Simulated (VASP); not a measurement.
# CO2 (Pbca) in VASP: further runs

CO2 is run at these levels: PBE; tasks: single point.

Program: VASP 6.6.1. These are calculated values, not measurements. Logs are shortened: lines on timing, memory, paths and dates and some standing lists are left out, and cuts for length are marked.

## 1. The cell of the first run

It takes space group Pbca (No. 61, orthorhombic). Conventional cell: a = 5.913 Å, b = 5.913 Å, c = 6.357 Å, α = 90.00°, β = 90.00°, γ = 90.00°. Within 1.6 Å of C (site symmetry -1) lie 2 O at 1.17 Å. Within 1.6 Å of O (site symmetry 1) lie 1 C at 1.17 Å.

## 2. Single point, PBE (volume 18.525 Å^3 an atom, c/a of the conventional cell 1.0750)

INCAR

```
SYSTEM = CO2
PREC = Accurate ; ENCUT = 520
EDIFF = 1E-7 ; ISMEAR = 0
SIGMA = 0.05 ; LREAL = .False.
LASPH = .True. ; NELM = 80
ALGO = Normal ; ISIF = 2
LWAVE = .False. ; LCHARG = .False.
GGA = PE ; NBANDS = 44
```

KPOINTS

```
Automatic mesh
0
Gamma
  4 4 4
  0 0 0
```

POSCAR

```
CO2
1.0
    5.9134492307      0.0000000000      0.0000000000
    0.0000000000      5.9134492307      0.0000000000
    0.0000000000      0.0000000000      6.3569579230
C O
4 8
Direct
    0.0000000000      0.0000000000      0.0000000000
    0.5000000000      0.0000000000      0.5000000000
    0.5000000000      0.5000000000      0.0000000000
    0.0000000000      0.5000000000      0.5000000000
    0.1114834447      0.1114834447      0.1114834447
    0.3885165553      0.8885165553      0.6114834447
    0.6114834447      0.3885165553      0.8885165553
    0.8885165553      0.6114834447      0.3885165553
    0.8885165553      0.8885165553      0.8885165553
    0.6114834447      0.1114834447      0.3885165553
    0.3885165553      0.6114834447      0.1114834447
    0.1114834447      0.3885165553      0.6114834447
```

Potentials or basis: VASP PAW PBE potentials, release 64 (C, O).

Command:

```sh
$ cat potpaw_PBE.64/C/POTCAR potpaw_PBE.64/O/POTCAR > POTCAR
$ mpirun -np 1 vasp_std > vasp.out
```

OUTCAR:

```text
SYSTEM = CO2
   PREC = Accurate
   ENCUT = 520
   EDIFF = 1E-7
   ISMEAR = 0
   LREAL = .False.
   LASPH = .True.
   NELM = 80
   ISIF = 2
   GGA = PE

 ion  position               nearest neighbor table
   1  0.000  0.000  0.000-   5 1.17   9 1.17
   2  0.500  0.000  0.500-   6 1.17  10 1.17
   3  0.500  0.500  0.000-   7 1.17  11 1.17
   4  0.000  0.500  0.500-   8 1.17  12 1.17
   5  0.111  0.111  0.111-   1 1.17
   6  0.389  0.889  0.611-   2 1.17
   7  0.611  0.389  0.889-   3 1.17
   8  0.889  0.611  0.389-   4 1.17
   9  0.889  0.889  0.889-   1 1.17
  10  0.611  0.111  0.389-   2 1.17
  11  0.389  0.611  0.111-   3 1.17
  12  0.111  0.389  0.611-   4 1.17

  LATTYP: Found a simple tetragonal cell.
 ALAT       =     5.9134492307
 C/A-ratio  =     1.0750000000

  Lattice vectors:

 A1 = (   5.9134492307,   0.0000000000,   0.0000000000)
 A2 = (   0.0000000000,   5.9134492307,   0.0000000000)
 A3 = (   0.0000000000,   0.0000000000,   6.3569579230)

Analysis of symmetry for initial positions (statically):
=====================================================================
 Subroutine PRICEL returns:
 Original cell was already a primitive cell.

 Routine SETGRP: Setting up the symmetry group for a
 simple tetragonal supercell.

 Subroutine GETGRP returns: Found  8 space group operations
 (whereof  2 operations were pure point group operations)
 out of a pool of 16 trial point group operations.

The static configuration has the point symmetry S_2 .
 The point group associated with its full space group is D_2h.

Analysis of symmetry for dynamics (positions and initial velocities):
=====================================================================
 Subroutine PRICEL returns:
 Original cell was already a primitive cell.

 Routine SETGRP: Setting up the symmetry group for a
 simple tetragonal supercell.

 Subroutine GETGRP returns: Found  8 space group operations
 (whereof  2 operations were pure point group operations)
 out of a pool of 16 trial point group operations.

The dynamic configuration has the point symmetry S_2 .
 The point group associated with its full space group is D_2h.

 Subroutine INISYM returns: Found  8 space group operations
 (whereof  2 operations are pure point group operations),
 and found     1 'primitive' translations

----------------------------------------------------------------------------------------

                                     Primitive cell

  volume of cell :     222.2957

  direct lattice vectors                    reciprocal lattice vectors
     5.913449231  0.000000000  0.000000000     0.169106043  0.000000000  0.000000000
     0.000000000  5.913449231  0.000000000     0.000000000  0.169106043  0.000000000
     0.000000000  0.000000000  6.356957923     0.000000000  0.000000000  0.157307947

  length of vectors
     5.913449231  5.913449231  6.356957923     0.169106043  0.169106043  0.157307947

  position of ions in fractional coordinates (direct lattice)
     0.000000000  0.000000000  0.000000000
     0.500000000  0.000000000  0.500000000
     0.500000000  0.500000000  0.000000000
     0.000000000  0.500000000  0.500000000
     0.111483445  0.111483445  0.111483445
     0.388516555  0.888516555  0.611483445
     0.611483445  0.388516555  0.888516555
     0.888516555  0.611483445  0.388516555
     0.888516555  0.888516555  0.888516555
     0.611483445  0.111483445  0.388516555
     0.388516555  0.611483445  0.111483445
     0.111483445  0.388516555  0.611483445

  ion indices of the primitive-cell ions
   primitive index   ion index
                 1           1
                 2           2
                 3           3
                 4           4
                 5           5
                 6           6
                 7           7
                 8           8
                 9           9
                10          10
                11          11
                12          12

----------------------------------------------------------------------------------------

 KPOINTS: Automatic mesh

Automatic generation of k-mesh.
 Grid dimensions read from file:
 generate k-points for:    4    4    4

 Generating k-lattice:

  Cartesian coordinates                     Fractional coordinates (reciprocal lattice)
     0.042276511  0.000000000  0.000000000     0.250000000  0.000000000  0.000000000
     0.000000000  0.042276511  0.000000000     0.000000000  0.250000000  0.000000000
     0.000000000  0.000000000  0.039326987     0.000000000  0.000000000  0.250000000

  Length of vectors
     0.042276511  0.042276511  0.039326987

  Shift w.r.t. Gamma in fractional coordinates (k-lattice)
     0.000000000  0.000000000  0.000000000

 Subroutine IBZKPT returns following result:
 ===========================================

 Found     27 irreducible k-points:

 Following reciprocal coordinates:
            Coordinates               Weight
  0.000000  0.000000  0.000000      1.000000
  0.250000  0.000000  0.000000      2.000000
  0.000000  0.250000  0.000000      2.000000
  0.500000  0.000000  0.000000      1.000000
  0.000000  0.500000  0.000000      1.000000
  0.250000  0.250000  0.000000      4.000000
[... 16 lines left out ...]
  0.000000  0.500000  0.500000      1.000000
  0.250000  0.250000  0.500000      4.000000
 [... further k-points ...]
   k-points           NKPTS =     27   k-points in BZ     NKDIM =     27   number of bands    NBANDS=     44
   number of dos      NEDOS =    301   number of ions     NIONS =     12
   total plane-waves  NPLWV = 110592
   dimension x,y,z NGX =    48 NGY =   48 NGZ =   48
   dimension x,y,z NGXF=    96 NGYF=   96 NGZF=   96
   ions per type =               4   8
   NGX,Y,Z   is equivalent  to a cutoff of  13.49, 13.49, 12.55 a.u.
   NGXF,Y,Z  is equivalent  to a cutoff of  26.99, 26.99, 25.11 a.u.
 SYSTEM =  CO2
   PREC   = accura    normal or accurate (medium, high low for compatibility)
   ISTART =      0    job   : 0-new  1-cont  2-samecut
   ICHARG =      2    charge: 1-file 2-atom 10-const
   ISPIN  =      1    spin polarized calculation?
   LNONCOLLINEAR =      F non collinear calculations
   LSORBIT =      F    spin-orbit coupling
   LASPH  =      T    aspherical Exc in radial PAW
   ENCUT  =  520.0 eV  38.22 Ry    6.18 a.u.  11.00 11.00 11.82*2*pi/ulx,y,z
   NELM   =     80;   NELMIN=  2; NELMDL= -5     # of ELM steps
   EDIFF  = 0.1E-06   stopping-criterion for ELM
   LREAL  =      F    real-space projection
   EDIFFG = 0.1E-05   stopping-criterion for IOM
   NSW    =      0    number of steps for IOM
   IBRION =     -1    ionic relax: 0-MD 1-quasi-New 2-CG
   NFREE  =      0    steps in history (QN), initial steepest desc. (CG)
   ISIF   =      2    stress and relaxation
   ISYM   =      2    0-nonsym 1-usesym 2-fastsym
   POTIM  = 0.5000    time-step for ionic-motion
   TEBEG  =    0.0;   TEEND  =   0.0 temperature during run
   PSTRESS=    0.0 pullay stress
   NELECT =      64.0000    total number of electrons
   NUPDOWN=      -1.0000    fix difference up-down
   EMIN   =  10.00;   EMAX   =-10.00  energy-range for DOS
   EFERMI =   0.00;   METHOD = LEGACY
   ISMEAR =     0;   SIGMA  =   0.05  broadening in eV -4-tet -1-fermi 0-gaus
   EFERMI_NEDOS =   21; number of points for ismear=-14 and -15
   IALGO  =     38    algorithm
   IMIX   =      4    mixing-type and parameters
     AMIX     =   0.40;   BMIX     =  1.00
     AMIX_MAG =   1.60;   BMIX_MAG =  1.00
  volume/ion in A,a.u.               =      18.52       125.01
  Fermi-wavevector in a.u.,A,eV,Ry     =   1.080997  2.042788 15.899147  1.168554
  Thomas-Fermi vector in A             =   2.217002
   LORBIT       =      0    0 simple, 1 ext, 2 COOP (PROOUT), +10 PAW based schemes
   GGA     = PE    functional components
   LHFCALC =     F    Hartree Fock is set to
   AEXX    =    0.0000 exact exchange contribution
   IVDW    =     0    specifies the selected vdW correction
   LEPSILON=     F    determine dielectric tensor
   LRPA    =     F    only Hartree local field effects (RPA)
 non-spin polarized calculation
 Gauss-broadening in eV      SIGMA  =   0.05
  energy-cutoff  :      520.00
  volume of cell :      222.30
 maximum number of plane-waves:      6024
 NGX is ok and might be reduce to    48
   NGX = 21   NGY = 21   NGZ = 23

 number of electron      64.0000016 magnetization

 Free energy of the ion-electron system (eV)
  ---------------------------------------------------
  ext. energy  EPLUGINS =         0.00000000
  ---------------------------------------------------
  free energy    TOTEN  =       -92.26559706 eV

  energy without entropy =      -92.26559706  energy(sigma->0) =      -92.26559706

 E-fermi :  -4.4911     XC(G=0):  -6.8769

 val. band max:       -4.7820119173   @ k =   0.0000   0.0000   0.0000
 cond. band min:       1.7816792530   @ k =   0.0000   0.0000   0.0000
 fundamental gap:      6.5636911703
 Fermi energy:        -4.4911072567

 k-point     1 :       0.0000    0.0000    0.0000
  band No.  band energies     occupation
      1     -25.1775      2.00000
      2     -25.1011      2.00000
      3     -25.0860      2.00000
      4     -25.0843      2.00000
      5     -24.1267      2.00000
      6     -24.1151      2.00000
[... 36 lines left out ...]
     43       5.5690      0.00000
     44       5.5762      0.00000

 k-point     2 :       0.2500    0.0000    0.0000
  band No.  band energies     occupation
      1     -25.1642      2.00000
      2     -25.0988      2.00000
      3     -25.0982      2.00000
      4     -25.0881      2.00000
      5     -24.1225      2.00000
      6     -24.1147      2.00000
[... 36 lines left out ...]
     43       5.3903      0.00000
     44       5.8011      0.00000

 k-point     3 :       0.0000    0.2500    0.0000
  band No.  band energies     occupation
      1     -25.1643      2.00000
      2     -25.0996      2.00000
      3     -25.0985      2.00000
      4     -25.0866      2.00000
      5     -24.1247      2.00000
      6     -24.1165      2.00000
[... 976 lines left out ...]
     43       4.2491      0.00000
     44       4.2491      0.00000

 k-point    24 :       0.2500    0.2500    0.5000
  band No.  band energies     occupation
      1     -25.1260      2.00000
      2     -25.1260      2.00000
      3     -25.0986      2.00000
      4     -25.0986      2.00000
      5     -24.1168      2.00000
      6     -24.1168      2.00000
[... 36 lines left out ...]
     43       5.1253      0.00000
     44       5.1253      0.00000

 [... further k-points ...]
[... 5 lines left out ...]
  --------------------------------------------------------------------------------------
  -------------------------------------------------------------------------------------
  Total        1.2726217      1.3094839      1.1772187      0.0000000      0.0000000      0.0000000
  in kB        9.1723123      9.4379931      8.4847035      0.0000000      0.0000000      0.0000000
  external PRESSURE =       9.0316696 kB  Pullay stress =       0.0000000 kB

 VOLUME and BASIS-vectors are now :
 -----------------------------------------------------------------------------
  energy-cutoff  :      520.00
  volume of cell :      222.30
      direct lattice vectors                 reciprocal lattice vectors
     5.913449231  0.000000000  0.000000000     0.169106043  0.000000000  0.000000000
     0.000000000  5.913449231  0.000000000     0.000000000  0.169106043  0.000000000
     0.000000000  0.000000000  6.356957923     0.000000000  0.000000000  0.157307947

 POSITION                                       TOTAL-FORCE (eV/Angst)
 -----------------------------------------------------------------------------------
      0.00000      0.00000      0.00000         0.000000      0.000000      0.000000
      2.95672      0.00000      3.17848         0.000000      0.000000      0.000000
      2.95672      2.95672      0.00000         0.000000      0.000000      0.000000
      0.00000      2.95672      3.17848         0.000000      0.000000      0.000000
      0.65925      0.65925      0.70870         0.275099      0.284925      0.288841
      2.29747      5.25420      3.88717        -0.275099     -0.284925      0.288841
      3.61598      2.29747      5.64826         0.275099     -0.284925     -0.288841
      5.25420      3.61598      2.46978        -0.275099      0.284925     -0.288841
      5.25420      5.25420      5.64826        -0.275099     -0.284925     -0.288841
      3.61598      0.65925      2.46978         0.275099      0.284925     -0.288841
      2.29747      3.61598      0.70870        -0.275099      0.284925      0.288841
      0.65925      2.29747      3.88717         0.275099     -0.284925      0.288841
 -----------------------------------------------------------------------------------
    total drift:                                0.000000      0.000000      0.000000

  FREE ENERGIE OF THE ION-ELECTRON SYSTEM (eV)
  ---------------------------------------------------
  free  energy   TOTEN  =       -92.2655970636 eV

  energy  without entropy=      -92.2655970636  energy(sigma->0) =      -92.26559706
```

Wall time 6.2 min (1 thread of Oxide Virtual Turin-like, shared host); peak memory 0.38 GiB.

Results:

```yaml
Free_energy: -92.2656 eV
Pressure: 0.9 GPa
Largest_force: 0.490 eV/Å
Band_gap_on_the_k_mesh: 6.56 eV, direct
```

Forces in eV/Å, atoms in the order of the input:
```
C    0.000  0.000  0.000
C    0.000  0.000  0.000
C    0.000  0.000  0.000
C    0.000  0.000  0.000
O    0.275  0.285  0.289
O   -0.275 -0.285  0.289
O    0.275 -0.285 -0.289
O   -0.275  0.285 -0.289
O   -0.275 -0.285 -0.289
O    0.275  0.285 -0.289
O   -0.275  0.285  0.289
O    0.275 -0.285  0.289
```

## 3. Single point, PBE (volume 18.525 Å^3 an atom, c/a of the conventional cell 1.1282)

INCAR

```
SYSTEM = CO2
ALGO = Normal
EDIFF = 1E-7
ENCUT = 520
GGA = PE
ISIF = 2
ISMEAR = 0
LASPH = .True.
LCHARG = .False.
LREAL = .False.
LWAVE = .False.
NBANDS = 44
NELM = 80
PREC = Accurate
SIGMA = 0.05
```

KPOINTS

```
k-points
0
Gamma
  4 4 4
  0 0 0
```

POSCAR, as its differences from that of step 2:

```diff
@@ -2,5 +2,5 @@
 1.0
-    5.9134492307      0.0000000000      0.0000000000
-    0.0000000000      5.9134492307      0.0000000000
-    0.0000000000      0.0000000000      6.3569579230
+    5.8189996204      0.0000000000      0.0000000000
+    0.0000000000      5.8189996204      0.0000000000
+    0.0000000000      0.0000000000      6.5649953717
 C O
```

Potentials or basis: VASP PAW PBE potentials, release 64 (C, O).

Command:

```sh
$ cat potpaw_PBE.64/C/POTCAR potpaw_PBE.64/O/POTCAR > POTCAR
$ mpirun -np 1 vasp_std > vasp.out
```

OUTCAR:

```text
SYSTEM = CO2
   EDIFF = 1E-7
   ENCUT = 520
   GGA = PE
   ISIF = 2
   ISMEAR = 0
   LASPH = .True.
   LREAL = .False.
   NELM = 80
   PREC = Accurate

 ion  position               nearest neighbor table
   1  0.000  0.000  0.000-   5 1.17   9 1.17
   2  0.500  0.000  0.500-   6 1.17  10 1.17
   3  0.500  0.500  0.000-   7 1.17  11 1.17
   4  0.000  0.500  0.500-   8 1.17  12 1.17
   5  0.111  0.111  0.111-   1 1.17
   6  0.389  0.889  0.611-   2 1.17
   7  0.611  0.389  0.889-   3 1.17
   8  0.889  0.611  0.389-   4 1.17
[... 1357 lines left out ...]
  external PRESSURE =       3.5218146 kB  Pullay stress =       0.0000000 kB

 VOLUME and BASIS-vectors are now :
 -----------------------------------------------------------------------------
  energy-cutoff  :      520.00
  volume of cell :      222.30
      direct lattice vectors                 reciprocal lattice vectors
     5.818999620  0.000000000  0.000000000     0.171850845  0.000000000  0.000000000
     0.000000000  5.818999620  0.000000000     0.000000000  0.171850845  0.000000000
     0.000000000  0.000000000  6.564995372     0.000000000  0.000000000  0.152323032

 POSITION                                       TOTAL-FORCE (eV/Angst)
 -----------------------------------------------------------------------------------
      0.00000      0.00000      0.00000         0.000000      0.000000     -0.000000
      2.90950      0.00000      3.28250         0.000000      0.000000     -0.000000
      2.90950      2.90950      0.00000         0.000000      0.000000     -0.000000
      0.00000      2.90950      3.28250         0.000000      0.000000     -0.000000
      0.64872      0.64872      0.73189         0.123297      0.140753      0.129279
      2.26078      5.17028      4.01439        -0.123297     -0.140753      0.129279
      3.55822      2.26078      5.83311         0.123297     -0.140753     -0.129279
      5.17028      3.55822      2.55061        -0.123297      0.140753     -0.129279
      5.17028      5.17028      5.83311        -0.123297     -0.140753     -0.129279
      3.55822      0.64872      2.55061         0.123297      0.140753     -0.129279
      2.26078      3.55822      0.73189        -0.123297      0.140753      0.129279
      0.64872      2.26078      4.01439         0.123297     -0.140753      0.129279
 -----------------------------------------------------------------------------------
    total drift:                                0.000000      0.000000      0.000000

  FREE ENERGIE OF THE ION-ELECTRON SYSTEM (eV)
  ---------------------------------------------------
  free  energy   TOTEN  =       -92.2582701494 eV

  energy  without entropy=      -92.2582701494  energy(sigma->0) =      -92.25827015
```

Wall time 6.2 min (1 thread of Oxide Virtual Turin-like, shared host); peak memory 0.39 GiB.

Results:

```yaml
Free_energy: -92.2583 eV
Pressure: 0.4 GPa
Largest_force: 0.227 eV/Å
Band_gap_on_the_k_mesh: 6.51 eV, direct
```

Forces in eV/Å, atoms in the order of the input:
```
C    0.000  0.000  0.000
C    0.000  0.000  0.000
C    0.000  0.000  0.000
C    0.000  0.000  0.000
O    0.123  0.141  0.129
O   -0.123 -0.141  0.129
O    0.123 -0.141 -0.129
O   -0.123  0.141 -0.129
O   -0.123 -0.141 -0.129
O    0.123  0.141 -0.129
O   -0.123  0.141  0.129
O    0.123 -0.141  0.129
```

 A k mesh can miss the band edges.

(Continued in part 2 of 2.)
